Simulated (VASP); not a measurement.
# Ir (Fm-3m) in VASP: a series of runs

Ir is run at these levels: LDA; tasks: single point.

Everything below comes from runs of VASP 6.6.1. Logs are shortened: lines on timing, memory, paths and dates and some standing lists are left out, and cuts for length are marked.

**1. The cell of the first run**

It takes space group Fm-3m (No. 225, cubic). Conventional cell: a = 3.812 Å, b = 3.812 Å, c = 3.812 Å, α = 90.00°, β = 90.00°, γ = 90.00°. Within 3.6 Å of Ir (site symmetry m-3m) lie 12 Ir at 2.70 Å.

**2. Single point, LDA**

File INCAR:

```
SYSTEM = Ir
  PREC = Accurate
  ENCUT = 520
  EDIFF = 1E-6
  ISMEAR = 1
  SIGMA = 1.0
  LREAL = .FALSE.
  LASPH = .TRUE.
  NELM = 100
  ALGO = Normal
  ISIF = 2
  LWAVE = .FALSE.
  LCHARG = .FALSE.
  NBANDS = 10
```

File KPOINTS:

```
regular mesh
0
G
  14 14 14
  0 0 0
```

File POSCAR:

```
Ir
1.0
    0.0000000000      1.9060927672      1.9060927672
    1.9060927672      0.0000000000      1.9060927672
    1.9060927672      1.9060927672      0.0000000000
Ir
1
Direct
    0.0000000000      0.0000000000      0.0000000000
```

Potentials or basis: VASP PAW LDA potentials, release 64 (Ir).

Launch:

```
cat potpaw_LDA.64/Ir/POTCAR > POTCAR
mpirun -np 1 vasp_std > vasp.out
```

OUTCAR:

```text
SYSTEM = Ir
   PREC = Accurate
   ENCUT = 520
   EDIFF = 1E-6
   ISMEAR = 1
   LREAL = .FALSE.
   LASPH = .TRUE.
   NELM = 100
   ISIF = 2

 ion  position               nearest neighbor table
   1  0.000  0.000  0.000-

  LATTYP: Found a face centered cubic cell.
 ALAT       =     3.8121855344

  Lattice vectors:

 A1 = (   0.0000000000,   1.9060927672,   1.9060927672)
 A2 = (   1.9060927672,   0.0000000000,   1.9060927672)
 A3 = (   1.9060927672,   1.9060927672,   0.0000000000)

Analysis of symmetry for initial positions (statically):
=====================================================================
 Subroutine PRICEL returns:
 Original cell was already a primitive cell.

 Routine SETGRP: Setting up the symmetry group for a
 face centered cubic supercell.

 Subroutine GETGRP returns: Found 48 space group operations
 (whereof 48 operations were pure point group operations)
 out of a pool of 48 trial point group operations.

The static configuration has the point symmetry O_h .

Analysis of symmetry for dynamics (positions and initial velocities):
=====================================================================
 Subroutine PRICEL returns:
 Original cell was already a primitive cell.

 Routine SETGRP: Setting up the symmetry group for a
 face centered cubic supercell.

 Subroutine GETGRP returns: Found 48 space group operations
 (whereof 48 operations were pure point group operations)
 out of a pool of 48 trial point group operations.

The dynamic configuration has the point symmetry O_h .

 Subroutine INISYM returns: Found 48 space group operations
 (whereof 48 operations are pure point group operations),
 and found     1 'primitive' translations

----------------------------------------------------------------------------------------

                                     Primitive cell

  volume of cell :      13.8504

  direct lattice vectors                    reciprocal lattice vectors
     0.000000000  1.906092767  1.906092767    -0.262316719  0.262316719  0.262316719
     1.906092767  0.000000000  1.906092767     0.262316719 -0.262316719  0.262316719
     1.906092767  1.906092767  0.000000000     0.262316719  0.262316719 -0.262316719

  length of vectors
     2.695622243  2.695622243  2.695622243     0.454345884  0.454345884  0.454345884

  position of ions in fractional coordinates (direct lattice)
     0.000000000  0.000000000  0.000000000

  ion indices of the primitive-cell ions
   primitive index   ion index
                 1           1

----------------------------------------------------------------------------------------

 KPOINTS: regular mesh

Automatic generation of k-mesh.
 Grid dimensions read from file:
 generate k-points for:   14   14   14

 Generating k-lattice:

  Cartesian coordinates                     Fractional coordinates (reciprocal lattice)
    -0.018736908  0.018736908  0.018736908     0.071428571  0.000000000  0.000000000
     0.018736908 -0.018736908  0.018736908     0.000000000  0.071428571  0.000000000
     0.018736908  0.018736908 -0.018736908     0.000000000  0.000000000  0.071428571

  Length of vectors
     0.032453277  0.032453277  0.032453277

  Shift w.r.t. Gamma in fractional coordinates (k-lattice)
     0.000000000  0.000000000  0.000000000

 Subroutine IBZKPT returns following result:
 ===========================================

 Found    104 irreducible k-points:

 Following reciprocal coordinates:
            Coordinates               Weight
  0.000000  0.000000  0.000000      1.000000
  0.071429  0.000000  0.000000      8.000000
  0.142857  0.000000  0.000000      8.000000
  0.214286  0.000000  0.000000      8.000000
  0.285714  0.000000  0.000000      8.000000
  0.357143  0.000000  0.000000      8.000000
[... 16 lines left out ...]
  0.214286  0.142857  0.000000     24.000000
  0.285714  0.142857  0.000000     24.000000
 [... further k-points ...]
   k-points           NKPTS =    104   k-points in BZ     NKDIM =    104   number of bands    NBANDS=     10
   number of dos      NEDOS =    301   number of ions     NIONS =      1
   total plane-waves  NPLWV =   8000
   dimension x,y,z NGX =    20 NGY =   20 NGZ =   20
   dimension x,y,z NGXF=    40 NGYF=   40 NGZF=   40
   ions per type =               1
   NGX,Y,Z   is equivalent  to a cutoff of  12.33, 12.33, 12.33 a.u.
   NGXF,Y,Z  is equivalent  to a cutoff of  24.67, 24.67, 24.67 a.u.
 SYSTEM =  Ir
   PREC   = accura    normal or accurate (medium, high low for compatibility)
   ISTART =      0    job   : 0-new  1-cont  2-samecut
   ICHARG =      2    charge: 1-file 2-atom 10-const
   ISPIN  =      1    spin polarized calculation?
   LNONCOLLINEAR =      F non collinear calculations
   LSORBIT =      F    spin-orbit coupling
   LASPH  =      T    aspherical Exc in radial PAW
   ENCUT  =  520.0 eV  38.22 Ry    6.18 a.u.   5.01  5.01  5.01*2*pi/ulx,y,z
   NELM   =    100;   NELMIN=  2; NELMDL= -5     # of ELM steps
   EDIFF  = 0.1E-05   stopping-criterion for ELM
   LREAL  =      F    real-space projection
   EDIFFG = 0.1E-04   stopping-criterion for IOM
   NSW    =      0    number of steps for IOM
   IBRION =     -1    ionic relax: 0-MD 1-quasi-New 2-CG
   NFREE  =      0    steps in history (QN), initial steepest desc. (CG)
   ISIF   =      2    stress and relaxation
   ISYM   =      2    0-nonsym 1-usesym 2-fastsym
   POTIM  = 0.5000    time-step for ionic-motion
   TEBEG  =    0.0;   TEEND  =   0.0 temperature during run
   PSTRESS=    0.0 pullay stress
   NELECT =       9.0000    total number of electrons
   NUPDOWN=      -1.0000    fix difference up-down
   EMIN   =  10.00;   EMAX   =-10.00  energy-range for DOS
   EFERMI =   0.00;   METHOD = LEGACY
   ISMEAR =     1;   SIGMA  =   1.00  broadening in eV -4-tet -1-fermi 0-gaus
   EFERMI_NEDOS =   21; number of points for ismear=-14 and -15
   IALGO  =     38    algorithm
   IMIX   =      4    mixing-type and parameters
     AMIX     =   0.40;   BMIX     =  1.00
     AMIX_MAG =   1.60;   BMIX_MAG =  1.00
  volume/ion in A,a.u.               =      13.85        93.47
  Fermi-wavevector in a.u.,A,eV,Ry     =   1.417974  2.679583 27.356562  2.010651
  Thomas-Fermi vector in A             =   2.539148
   LORBIT       =      0    0 simple, 1 ext, 2 COOP (PROOUT), +10 PAW based schemes
   GGA     = CA    functional components
   LHFCALC =     F    Hartree Fock is set to
   AEXX    =    0.0000 exact exchange contribution
   IVDW    =     0    specifies the selected vdW correction
   LEPSILON=     F    determine dielectric tensor
   LRPA    =     F    only Hartree local field effects (RPA)
 non-spin polarized calculation
 Methfessel and Paxton  Order N= 1 SIGMA  =   1.00
  energy-cutoff  :      520.00
  volume of cell :       13.85
 maximum number of plane-waves:       388
   NGX =  9   NGY =  9   NGZ =  9

 number of electron       9.0000001 magnetization

 Free energy of the ion-electron system (eV)
  ---------------------------------------------------
  ext. energy  EPLUGINS =         0.00000000
  ---------------------------------------------------
  free energy    TOTEN  =       -10.31786036 eV

  energy without entropy =      -10.31152174  energy(sigma->0) =      -10.31574748

 E-fermi :  10.6337     XC(G=0): -14.2622

 val. band max:       10.5992799379   @ k =  -0.4286   0.4286   0.0714
 cond. band min:      10.6449223692   @ k =  -0.3571   0.2857   0.0000
 fundamental gap:      0.0456424313
 Fermi energy:        10.6337099320

 k-point     1 :       0.0000    0.0000    0.0000
  band No.  band energies     occupation
      1      -0.6472      2.00000
      2       6.6433      2.00000
      3       6.6433      2.00000
      4       6.6433      2.00000
      5       9.4621      2.06998
      6       9.4621      2.06998
      7      24.9869     -0.00000
      8      30.6527      0.00000
      9      30.6527      0.00000
     10      30.6527      0.00000

 k-point     2 :       0.0714    0.0000    0.0000
  band No.  band energies     occupation
      1      -0.4154      2.00000
      2       6.5203      2.00000
      3       6.7439      2.00000
      4       6.7439      2.00000
      5       9.3968      2.07087
      6       9.3968      2.07087
      7      25.3907     -0.00000
      8      29.5280     -0.00000
      9      31.0394      0.00000
     10      31.0394      0.00000

 k-point     3 :       0.1429    0.0000    0.0000
  band No.  band energies     occupation
      1       0.2368      2.00000
      2       6.2417      2.00000
      3       6.9786      2.00000
      4       6.9786      2.00000
      5       9.2934      2.06741
      6       9.2934      2.06741
      7      26.4061     -0.00000
      8      27.6050     -0.00000
      9      32.1419      0.00000
     10      32.1419      0.00000

 k-point     4 :       0.2143    0.0000    0.0000
  band No.  band energies     occupation
      1       1.1465      2.00000
      2       6.0647      2.00000
      3       7.1301      2.00001
      4       7.1301      2.00001
      5       9.4167      2.07090
      6       9.4167      2.07090
      7      25.5340     -0.00000
      8      27.5594     -0.00000
      9      33.7798      0.00000
     10      33.7798      0.00000
[... 222 lines left out ...]
 k-point    22 :       0.1429    0.1429    0.0000
  band No.  band energies     occupation
      1       0.5415      2.00000
      2       5.7885      2.00000
      3       7.3446      2.00003
      4       7.3446      2.00003
      5       8.4752      2.00927
      6       9.8212      1.98636
      7      27.0403     -0.00000
      8      28.9296     -0.00000
      9      30.9053      0.00000
     10      30.9053      0.00000

 k-point    23 :       0.2143    0.1429    0.0000
  band No.  band energies     occupation
      1       1.2587      2.00000
      2       5.4371      2.00000
      3       7.4806      2.00008
      4       7.6735      2.00023
      5       8.3894      2.00672
      6      10.0254      1.84742
      7      27.7073     -0.00000
      8      28.1544     -0.00000
      9      30.9613      0.00000
     10      31.5291      0.00000

 k-point    24 :       0.2857    0.1429    0.0000
  band No.  band energies     occupation
      1       2.1483      2.00000
      2       5.2614      2.00000
      3       7.0388      2.00000
      4       7.8047      2.00047
      5       9.2050      2.06135
      6      10.4393      1.32218
      7      25.7608     -0.00000
      8      28.6868     -0.00000
      9      30.9190      0.00000
     10      31.8583      0.00000

 [... further k-points ...]
[... 5 lines left out ...]
  --------------------------------------------------------------------------------------
  -------------------------------------------------------------------------------------
  Total        0.2144398      0.2144398      0.2144398     -0.0000000      0.0000000      0.0000000
  in kB       24.8058340     24.8058340     24.8058340     -0.0000000      0.0000000      0.0000000
  external PRESSURE =      24.8058340 kB  Pullay stress =       0.0000000 kB

 VOLUME and BASIS-vectors are now :
 -----------------------------------------------------------------------------
  energy-cutoff  :      520.00
  volume of cell :       13.85
      direct lattice vectors                 reciprocal lattice vectors
     0.000000000  1.906092767  1.906092767    -0.262316719  0.262316719  0.262316719
     1.906092767  0.000000000  1.906092767     0.262316719 -0.262316719  0.262316719
     1.906092767  1.906092767  0.000000000     0.262316719  0.262316719 -0.262316719

 POSITION                                       TOTAL-FORCE (eV/Angst)
 -----------------------------------------------------------------------------------
      0.00000      0.00000      0.00000         0.000000     -0.000000     -0.000000
 -----------------------------------------------------------------------------------
    total drift:                                0.000000      0.000000     -0.000000

  FREE ENERGIE OF THE ION-ELECTRON SYSTEM (eV)
  ---------------------------------------------------
  free  energy   TOTEN  =       -10.3178603551 eV

  energy  without entropy=      -10.3115217410  energy(sigma->0) =      -10.31574748
```

Run time: 7 s. Hardware: 1 thread of Intel Xeon 6975P-C, shared host; peak memory 0.13 GiB.

What came out:

```yaml
Free_energy: -10.3179 eV
Pressure: 2.5 GPa
```

Caveat: spin-orbit coupling is left out, which moves the levels of the heavy elements.

**3. Single point, LDA**

File INCAR:

```
SYSTEM = Ir
  PREC = Accurate
  ENCUT = 520
  EDIFF = 1E-6
  ISMEAR = -1
  SIGMA = 0.1
  LREAL = .FALSE.
  LASPH = .TRUE.
  NELM = 60
  ALGO = Normal
  ISIF = 2
  LWAVE = .FALSE.
  LCHARG = .FALSE.
  GGA = CA
  NBANDS = 10
```

File KPOINTS:

```
regular mesh
0
G
  15 15 15
  0 0 0
```

POSCAR is that of step 2.

Potentials or basis: VASP PAW LDA potentials, release 64 (Ir).

Launch:

```
cat potpaw_LDA.64/Ir/POTCAR > POTCAR
mpirun -np 1 vasp_std > vasp.out
```

It took 7.8 s on 1 thread of Intel Xeon 6975P-C, shared host; peak memory 0.13 GiB.

The run converged. Its results:

```yaml
Free_energy: -10.3452 eV
Pressure: 2.3 GPa
```

Levels at points of the mesh, in eV from the Fermi level:
```tsv
k point	band 2	band 3	band 4	band 5	band 6	band 7
(0.00, 0.00, 0.00)	-4.06	-4.06	-4.06	-1.24	-1.24	14.29
```

Caveat: spin-orbit coupling is left out, which moves the levels of the heavy elements.

**4. Single point, LDA**

File INCAR:

```
PREC = Accurate ; ENCUT = 520
EDIFF = 1E-7 ; ISMEAR = -1
SIGMA = 0.1 ; LREAL = False
LASPH = True ; NELM = 100
ALGO = Normal ; ISIF = 2
LWAVE = False ; LCHARG = False
NBANDS = 10
```

File KPOINTS:

```
Automatic mesh
0
Gamma
  14 14 14
```

File POSCAR:

```
Ir
1.0
    0.0000000000      1.9060927673      1.9060927673
    1.9060927673      0.0000000000      1.9060927673
    1.9060927673      1.9060927673      0.0000000000
Ir
1
Direct
    0.0000000000      0.0000000000      0.0000000000
```

Launch:

```
cat potpaw_LDA.64/Ir/POTCAR > POTCAR
mpirun -np 1 vasp_std > vasp.out
```

Run time: 22 s. Hardware: 1 thread of Intel Xeon 6975P-C, shared host; peak memory 0.13 GiB.

The run converged. Its results:

```yaml
Free_energy: -10.3337 eV
Pressure: 2.6 GPa
```

Levels at points of the mesh, in eV from the Fermi level:
```csv
k point,band 1,band 2,band 3,band 4,band 5,band 6,band 7,band 8
"(0.00, 0.00, 0.00)",-11.25,-3.96,-3.96,-3.96,-1.14,-1.14,14.38,20.05
"(0.50, 0.00, 0.00)",-8.26,-4.06,-4.06,-0.69,1.02,1.02,7.57,13.93
"(0.50, 0.50, 0.00)",-8.09,-7.52,1.01,1.61,1.61,1.82,10.90,11.88
```

Caveat: spin-orbit coupling is left out, which moves the levels of the heavy elements.

**5. Overview**

```csv
k mesh,smearing,gap on the mesh (eV),pressure (GPa)
14 × 14 × 14,methfessel-paxton 1 eV,none,2.5
15 × 15 × 15,fermi-dirac 0.1 eV,none,2.3
14 × 14 × 14,fermi-dirac 0.1 eV,none,2.6
```

Alike in all rows: task single point; level LDA; potentials or basis VASP PAW LDA potentials, release 64 (Ir); no spin polarisation; cell a = 2.696 Å, angles 60.0°, 1 atom; cutoff (eV) 520.

Every run on the cell as given and a fine mesh finds a metal.

Caveats: spin-orbit coupling is left out, which moves the levels of the heavy elements.

Total energies depend on the potentials used, so only differences within one code and one set of settings carry meaning.
